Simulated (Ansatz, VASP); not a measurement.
# One calculation of TiAl, two programs

```
Ti Al
1.0
    -2.84782    0.00000    0.00000
    -1.42391   -2.46629    0.00000
     0.00000    0.00000   13.85983
Ti Al
3 3
Direct
  0.00000 0.00000 0.33333
  0.00000 0.00000 0.66667
  0.00000 0.00000 0.00000
  0.33333 0.33333 0.16667
  0.33333 0.33333 0.50000
  0.33333 0.33333 0.83333
```

Alike in both runs: task single point; functional PBEsol; k mesh 24 × 24 × 5; occupations gaussian, width 0.15 eV; no spin polarisation.

```csv
,VASP,Ansatz
version,VASP 6.6.1,Ansatz 0.2.0
potentials or method,"VASP PAW PBE potentials, release 64 (Ti_sv, Al), cutoff 520 eV","scalar-relativistic, plane waves, PAW"
valence electrons in the cell,45,45
```

VASP gave:

```
gap on the k mesh at the Fermi level (eV)                     : none
pressure (GPa)                                                : 0.0
traceless stress, the component that is largest in VASP (GPa) : -0.08
```

Estimate Ansatz's values.

gap on the k mesh at the Fermi level (eV): none; pressure (GPa): 0.0; traceless stress, the component that is largest in VASP (GPa): -0.15.

VASP's potentials were made for PBE, not for PBEsol. A gap of «none» marks a metal or a gap that the smearing closes.
